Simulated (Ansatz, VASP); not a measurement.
**SiC: VASP beside Ansatz**

Contents of POSCAR:

```
SiC
1.0
    0.0000000000      2.1780523525      2.1283927589
    2.1780523525      0.0000000000      2.1283927589
    2.1780523525      2.1780523525      0.0000000000
Si C
1 1
Direct
    0.0000000000      0.0000000000      0.0000000000
    0.2500000000      0.2500000000      0.2500000000
```

The input INCAR.step1:

```
SYSTEM = SiC
PREC = Accurate
ENCUT = 520
ISMEAR = 0
SIGMA = 0.01
LREAL = .False.
LASPH = .True.
NELM = 60
NBANDS = 11
GGA = PE
ALGO = Normal
EDIFF = 1E-4
LWAVE = .True.
LCHARG = .False.
```

INCAR.step2

```
SYSTEM = SiC
PREC = Accurate
ENCUT = 520
EDIFF = 1E-6
ISMEAR = 0
SIGMA = 0.01
LREAL = .False.
LASPH = .True.
NELM = 60
ALGO = Normal
ISIF = 2
LWAVE = .False.
LCHARG = .False.
METAGGA = R2SCAN
LMIXTAU = .True.
NBANDS = 11
ISTART = 1
```

Contents of KPOINTS:

```
Automatic mesh
0
Gamma
  10 10 10
  0 0 0
```

Input for Ansatz:

```yaml
crystal:
  lattice:
    - [0.0, 2.1780523525, 2.1283927589]
    - [2.1780523525, 0.0, 2.1283927589]
    - [2.1780523525, 2.1780523525, 0.0]
  atoms:
    - { symbol: Si, position: [0.0, 0.0, 0.0] }
    - { symbol: C, position: [0.25, 0.25, 0.25] }
kpoints:
  mp_grid: { grid: [10, 10, 10] }
  band_path:
    path:
      - [0.0, 0.0, 0.0]
      - [-0.5, -0.5, 0.0]
      - [-0.375, -0.375, 0.25]
      - [-0.375, 0.0, 0.375]
      - [0.0, 0.0, 0.5]
      - [-0.5, -0.25, 0.25]
    npoints: 1
hamiltonian:
  xc: r2scan
scf:
  occupations: { method: fixed }
  n_extra_bands: 4
output:
  forces: true
  stress: true
  eigenvalues: true
  write_density: true
  write_potential: true
  elf: true
  volumetric_format: npy
```

Change from the starting cell: uniaxial_z strain -2.3%.

Alike in both runs: task single point; functional r2SCAN; k mesh 10 × 10 × 10; no spin polarisation.

|  | VASP | Ansatz |
| --- | --- | --- |
| version | VASP 6.6.1 | Ansatz 0.2.0 |
| potentials or method | VASP PAW PBE potentials, release 64 (Si, C) | plane waves, PAW |
| plane-wave cutoff (eV) | 520 | 500 |
| occupations | gaussian, width 0.01 eV | fixed |
| valence electrons in the cell | 8 | 8 |

|  | VASP | Ansatz | Ansatz less VASP |
| --- | --- | --- | --- |
| gap on the k mesh at the Fermi level (eV) | 1.46 | 1.45 | -0.011 |
| pressure (GPa) | 5.3 | 5.5 | +0.21 |
| traceless stress, the component that is largest in VASP (GPa) | 4.13 | 4.11 | -0.021 |

VASP's potentials were made for PBE, not for r2SCAN.
